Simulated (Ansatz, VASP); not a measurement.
**KBr in VASP and in Ansatz**

File INCAR:

```
SYSTEM = KBr
  ALGO = Normal
  EDIFF = 1E-7
  ENCUT = 520
  GGA = PS
  ISIF = 2
  ISMEAR = 0
  LASPH = .TRUE.
  LCHARG = .FALSE.
  LREAL = .FALSE.
  LWAVE = .FALSE.
  NBANDS = 15
  NELM = 100
  PREC = Accurate
  SIGMA = 0.05
```

The input KPOINTS:

```
k-points
0
G
  8 8 8
  0 0 0
```

Contents of POSCAR:

```
KBr
1.0
   -1.3753628218      2.7507256436      2.7507256436
    2.7507256436     -1.3753628218      2.7507256436
    2.7507256436      2.7507256436     -1.3753628218
K Br
1 1
Direct
    0.0000000000      0.0000000000      0.0000000000
    0.5000000000      0.5000000000      0.5000000000
```

Input for Ansatz:

```yaml
crystal:
  lattice:
    - [-1.3753628218, 2.7507256436, 2.7507256436]
    - [2.7507256436, -1.3753628218, 2.7507256436]
    - [2.7507256436, 2.7507256436, -1.3753628218]
  atoms:
    - { symbol: K, position: [0.0, 0.0, 0.0] }
    - { symbol: Br, position: [0.5, 0.5, 0.5] }
basis:
  ecutwfc: 420
kpoints:
  mp_grid: { grid: [8, 8, 8] }
hamiltonian:
  xc: pbesol
scf:
  occupations: { method: gaussian, width: 0.05 }
output:
  forces: true
  stress: true
  eigenvalues: true
```

Alike in both runs: task single point; functional PBEsol; k mesh 8 × 8 × 8; occupations gaussian, width 0.05 eV; no spin polarisation.

```csv
,VASP,Ansatz
version,VASP 6.6.1,Ansatz 0.2.0
potentials or method,"VASP PAW PBE potentials, release 64 (K_sv, Br), cutoff 520 eV","scalar-relativistic, plane waves, PAW"
valence electrons in the cell,16,16
```

|  | VASP | Ansatz | Ansatz less VASP |
| --- | --- | --- | --- |
| gap on the k mesh at the Fermi level (eV) | 3.55 | 3.55 | +0.002 |
| least direct gap on the mesh (eV) | 3.79 | 3.79 | +0.001 |
| pressure (GPa) | -1.8 | -1.9 | -0.02 |

VASP's potentials were made for PBE, not for PBEsol. With one functional, cell and mesh, what is left measures potentials, basis and numerics.
